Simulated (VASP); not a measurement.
# Si: single point with PBEsol

Si:

```xyz
2
Lattice="3.8456 0.0000 0.0001 -1.9228 3.3304 -0.0001 1.9228 -1.1101 3.1349" Properties=species:S:1:pos:R:3 pbc="T T T"
Si    0.0000    0.0000   -0.0004
Si    3.8456    0.0000    2.3516
```

- Program: VASP 6.6.1
- Task: single point
- Functional: PBEsol
- Potentials or basis: VASP PAW PBE potentials, release 64 (Si)
- Cutoff: 520 eV
- k mesh: 9 × 9 × 11
- Occupations: gaussian, width 0.02 eV
- Spin: no spin polarisation
- Dipole correction: no
- Further INCAR settings: ALGO = Normal; EDIFF = 1e-06; NBANDS = 11; ISYM = 0

The pressure is 0.0 GPa. The largest force is 0.009 eV/Å and the band gap on the k mesh is 0.46 eV (least direct gap 2.50 eV).

Forces in eV/Å, atoms in the order of the input:
```
Si   0.000  0.000 -0.009
Si   0.000  0.000  0.009
```

Stress tensor (GPa, compression positive):
```
-0.07  0.00  0.00
 0.00 -0.07  0.00
 0.00  0.00  0.18
```

Levels at points of the mesh, in eV from the valence-band top:
| k point | band 2 | band 3 | band 4 | band 5 | band 6 | band 7 |
| --- | --- | --- | --- | --- | --- | --- |
| (0.00, 0.00, 0.00) | -0.01 | -0.01 | 0.00 | 2.50 | 2.50 | 2.52 |

Wall time 3.7 min on 1 thread of Intel Xeon 8259CL, on a shared host, peak memory 0.28 GiB.

Caveat: the PAW data sets were made with another functional, which shifts forces and pressure a little; an odd mesh through Γ misses points on the zone boundary, where band edges can lie.
